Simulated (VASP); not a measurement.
# HCl (I4mm) in VASP: further runs, part 3 of 3

VASP 6.6.1. The steps go on from the part before.

### 6 Vibrations by perturbation theory, LDA

This run uses another cell than the first one, of 15.16 Å³/atom.

Contents of INCAR:

```
PREC = Accurate ; ENCUT = 520
EDIFF = 1E-8 ; ISMEAR = 0
SIGMA = 0.01 ; LREAL = False
LASPH = True ; NELM = 60
ALGO = Normal ; ISIF = 2
LWAVE = False ; LCHARG = True
GGA = CA ; IBRION = 8
NSW = 1 ; LEPSILON = True
```

Contents of KPOINTS:

```
Automatic mesh
0
Gamma
  10 10 10
```

Contents of POSCAR:

```
HCl
1.0
   -1.7596352856      1.7596341958      2.4478308985
    1.7596352856     -1.7596341958      2.4478308985
    1.7596352856      1.7596341958     -2.4478308985
H Cl
1 1
Direct
    0.7003165136      0.7003165136      0.0000000000
    0.9676834864      0.9676834864      0.0000000000
```

Potentials or basis: VASP PAW LDA potentials, release 64 (H, Cl).

On the command line:

```console
> cat potpaw_LDA.64/H/POTCAR potpaw_LDA.64/Cl/POTCAR > POTCAR
> mpirun -np 1 vasp_std > vasp.out
```

OUTCAR:

```text
PREC = Accurate
   ENCUT = 520
   EDIFF = 1E-8
   ISMEAR = 0
   LREAL = False
   LASPH = True
   NELM = 60
   ISIF = 2
   GGA = CA
   IBRION = 8
   NSW = 1
   LEPSILON = True

 ion  position               nearest neighbor table
   1  0.700  0.700  0.000-   2 1.31
   2  0.968  0.968  0.000-   1 1.31

  LATTYP: Found a body centered tetragonal cell.
 ALAT       =     3.5192705712
 C/A-ratio  =     1.3911012802

  Lattice vectors:

 A1 = (  -1.7596352856,   1.7596341958,   2.4478308985)
 A2 = (   1.7596352856,  -1.7596341958,   2.4478308985)
 A3 = (   1.7596352856,   1.7596341958,  -2.4478308985)

Analysis of symmetry for initial positions (statically):
=====================================================================
 Subroutine PRICEL returns:
 Original cell was already a primitive cell.

 Routine SETGRP: Setting up the symmetry group for a
 body centered tetragonal supercell.

 Subroutine GETGRP returns: Found  8 space group operations
 (whereof  8 operations were pure point group operations)
 out of a pool of 16 trial point group operations.

The static configuration has the point symmetry C_4v.

Analysis of symmetry for dynamics (positions and initial velocities):
=====================================================================
 Subroutine PRICEL returns:
 Original cell was already a primitive cell.

 Routine SETGRP: Setting up the symmetry group for a
 body centered tetragonal supercell.

 Subroutine GETGRP returns: Found  8 space group operations
 (whereof  8 operations were pure point group operations)
 out of a pool of 16 trial point group operations.

The dynamic configuration has the point symmetry C_4v.

 Subroutine INISYM returns: Found  8 space group operations
 (whereof  8 operations are pure point group operations),
 and found     1 'primitive' translations

----------------------------------------------------------------------------------------

                                     Primitive cell

  volume of cell :      30.3170

  direct lattice vectors                    reciprocal lattice vectors
    -1.759635286  1.759634196  2.447830898     0.000000000  0.284149968  0.204262476
     1.759635286 -1.759634196  2.447830898     0.284149792  0.000000000  0.204262476
     1.759635286  1.759634196 -2.447830898     0.284149792  0.284149968  0.000000000

  length of vectors
     3.490631024  3.490631024  3.490631024     0.349949087  0.349948944  0.401848614

  position of ions in fractional coordinates (direct lattice)
     0.700316514  0.700316514  0.000000000
     0.967683486  0.967683486  0.000000000

  ion indices of the primitive-cell ions
[... 464 lines left out ...]

------------------------ aborting loop because EDIFF is reached ----------------------------------------

--------------------------------------- Ionic step        7  -------------------------------------------

------------------------ aborting loop because EDIFF is reached ----------------------------------------

[... ionic steps 8 to 8 ...]

--------------------------------------- Ionic step        9  -------------------------------------------

 Free energy of the ion-electron system (eV)
  ---------------------------------------------------
  ---------------------------------------------------
  free energy    TOTEN  =        -0.18262249 eV

  energy without entropy =       -0.18262249

------------------------ aborting loop because EDIFF is reached ----------------------------------------

 INTERNAL STRAIN TENSOR  FOR ION    2  DIRECTION 3   (eV/Angst):
 -----------------------------------------------------------------------------
    -0.69869  0.00000  0.00000
     0.00000 -0.69869 -0.00000
     0.00000  0.00000-32.69391

 MACROSCOPIC STATIC DIELECTRIC TENSOR (including local field effects in DFT)
 ------------------------------------------------------
           2.814915     0.000000     0.000000
           0.000000     2.814912     0.000000
           0.000000     0.000000     2.927884
 ------------------------------------------------------

 PIEZOELECTRIC TENSOR (including local field effects)  for field in x, y, z        (e  Angst)
          XX          YY          ZZ          XY          YZ          ZX
  --------------------------------------------------------------------------------
  x     0.00000    -0.00000     0.00000     0.00000     0.00000     0.14284
  y     0.00000     0.00000     0.00000     0.00000     0.14284     0.00000
  z     0.14596     0.14596    -0.27101     0.00000     0.00000     0.00000

 PIEZOELECTRIC TENSOR (including local field effects)  for field in x, y, z        (C/m^2)
          XX          YY          ZZ          XY          YZ          ZX
  --------------------------------------------------------------------------------
  x     0.00000    -0.00000     0.00000     0.00000     0.00000     0.07549
  y     0.00000     0.00000     0.00000     0.00000     0.07549     0.00000
  z     0.07714     0.07714    -0.14322     0.00000     0.00000     0.00000

 BORN EFFECTIVE CHARGES (including local field effects) (in |e|, cummulative output)
 ---------------------------------------------------------------------------------
 ion    1
    1     0.40482    -0.00000     0.00000
    2     0.00000     0.40482     0.00000
    3     0.00000     0.00000     0.61878
 ion    2
    1    -0.40482     0.00000    -0.00000
    2     0.00000    -0.40482     0.00000
    3     0.00000    -0.00000    -0.61878

 INTERNAL STRAIN TENSOR FOR ION    2 for displacements in x,y,z  (eV/Angst):
          X           Y           Z          XY          YZ          ZX
  --------------------------------------------------------------------------------
  x     0.00000     0.00000     0.00000     0.00000     0.00000    -1.01778
  y     0.00000    -0.00000    -0.00000     0.00000    -0.36281     0.00000
  z    -0.69869    -0.69869   -32.69391     0.00000     0.00000     0.00000

 SECOND DERIVATIVES (NOT SYMMETRIZED)
 ------------------------------------
               1X          1Y          1Z          2X          2Y          2Z
  1X    -0.142290    0.000000    0.000000    0.142290    0.000000    0.000000
  1Y     0.000000   -0.142290    0.000000   -0.000000    0.142290    0.000000
  1Z     0.000000   -0.000000  -25.303298    0.000000    0.000000   25.303298
  2X     0.143956   -0.000000    0.000000   -0.143956    0.000000    0.000000
  2Y     0.000000    0.143956   -0.000000   -0.000000   -0.143956    0.000000
  2Z     0.000000    0.000000   25.303503    0.000000    0.000000  -25.303503

 Eigenvectors and eigenvalues of the dynamical matrix
 ----------------------------------------------------

   1 f  =   79.740596 THz   501.024943 2PiTHz 2659.859983 cm-1   329.780459 meV
             X         Y         Z           dx          dy          dz
      0.000000  0.000000  3.428513     0.000000    0.000000    0.986188
      0.000000  0.000000  4.737451     0.000000    0.000000   -0.165629
[... 21 lines left out ...]
   6 f/i=    0.005715 THz     0.035908 2PiTHz    0.190631 cm-1     0.023635 meV
             X         Y         Z           dx          dy          dz
      0.000000  0.000000  3.428513    -0.166570    0.000000    0.000000
      0.000000  0.000000  4.737451    -0.986030    0.000000    0.000000

--------------------------------------------------------------------------------------------------------

 MACROSCOPIC STATIC DIELECTRIC TENSOR IONIC CONTRIBUTION
 ------------------------------------------------------
           6.834097    -0.000000     0.000000
          -0.000000     6.834089     0.000000
           0.000000     0.000000     0.090317
 ------------------------------------------------------

 ELASTIC MODULI CONTR FROM IONIC RELAXATION (kBar)
 Direction    XX          YY          ZZ          XY          YZ          ZX
 --------------------------------------------------------------------------------
 XX          -0.8802     -0.8802    -44.4558      0.0000      0.0000      0.0000
 YY          -0.8802     -0.8802    -44.4558      0.0000     -0.0000     -0.0000
 ZZ         -44.4558    -44.4558  -2245.1824      0.0000     -0.0000     -0.0000
 XY           0.0000      0.0000      0.0000      0.0000      0.0000      0.0000
 YZ           0.0000     -0.0000     -0.0000      0.0000   -100.2236      0.0000
 ZX           0.0000     -0.0000     -0.0000      0.0000      0.0000   -265.7473
 --------------------------------------------------------------------------------

 PIEZOELECTRIC TENSOR IONIC CONTR  for field in x, y, z        (C/m^2)
          XX          YY          ZZ          XY          YZ          ZX
  --------------------------------------------------------------------------------
  x     0.00000     0.00000     0.00000     0.00000    -0.00000     1.26808
  y    -0.00000     0.00000     0.00000     0.00000     0.77875    -0.00000
  z     0.00839     0.00839     0.42372     0.00000     0.00000    -0.00000
```

OSZICAR:

```text
N       E                     dE             d eps       ncg     rms          rms(c)
DAV:   1     0.213511301877E+02    0.21351E+02   -0.37450E+03  1640   0.827E+02
DAV:   2    -0.611540916904E+01   -0.27467E+02   -0.26881E+02  2376   0.117E+02
[... 170 lines left out ...]
RMM:   7    -0.182617364593E+00    0.86865E-05   -0.27193E-08  2825   0.135E-03    0.854E-04
RMM:   8    -0.182623294816E+00   -0.59302E-05   -0.91690E-09  2690   0.672E-04    0.180E-04
RMM:   9    -0.182622711264E+00    0.58355E-06   -0.44613E-10  2847   0.136E-04    0.486E-05
RMM:  10    -0.182622426665E+00    0.28460E-06   -0.21698E-10  2935   0.404E-05    0.446E-06
RMM:  11    -0.182622488451E+00   -0.61786E-07   -0.14907E-09  2970   0.717E-06    0.157E-06
RMM:  12    -0.182622486814E+00    0.16367E-08   -0.10286E-09  2403   0.205E-06    0.528E-07
 Linear response finished
```

stdout:

```text
POSCAR found type information on POSCAR H Cl
 POSCAR found :  2 types and       2 ions
 scaLAPACK will be used
 LDA part: xc-table for (Slater(with rela. corr.)+CA(PZ))
 , standard interpolation
 POSCAR, INCAR and KPOINTS ok, starting setup
 FFT: planning ... GRIDC
 FFT: planning ... GRID_SOFT
 FFT: planning ... GRID
 WAVECAR not read
[... 33 lines left out ...]
 force on displaced ion       1 direction 3 :  -0.000   0.000 -25.303
 Born effective charge ion    1 direction 3 :   0.000   0.000   0.619
 Linear response progress:
 first order change of Fermi-energy   0.53292E-04
 force on displaced ion       2 direction 1 :  -0.144  -0.000  -0.000
 Born effective charge ion    2 direction 1 :  -0.405   0.000  -0.000
 Linear response progress:
 first order change of Fermi-energy   0.14954E+01
 force on displaced ion       2 direction 3 :   0.000   0.000 -25.304
 Born effective charge ion    2 direction 3 :   0.000   0.000  -0.618
 Born effective charges drift removed
 Linear response finished
```

Wall time 12 min (1 thread of Intel Xeon 8259CL, shared host); peak memory 0.33 GiB.

What came out:

```yaml
Electronic_dielectric_tensor_diagonal: 2.81, 2.81, 2.93
Born_charges_mean_of_the_diagonal: H +0.48; Cl -0.48 e
Highest_phonon_frequency_at_Γ_LO-TO_splitting_left_out: 2660 cm⁻¹
```

Phonon frequencies in cm⁻¹ (negative: imaginary):
| q point | frequencies |
| --- | --- |
| (0.000, 0.000, 0.000) | 0 0 0 199 199 2660 |

Electronic dielectric tensor:
```
2.81 0.00 0.00
0.00 2.81 0.00
0.00 0.00 2.93
```

Born effective charge tensors (e):
atom 1, H
```
0.40 0.00 0.00
0.00 0.40 0.00
0.00 0.00 0.62
```
atom 2, Cl
```
-0.40  0.00  0.00
 0.00 -0.40  0.00
 0.00  0.00 -0.62
```
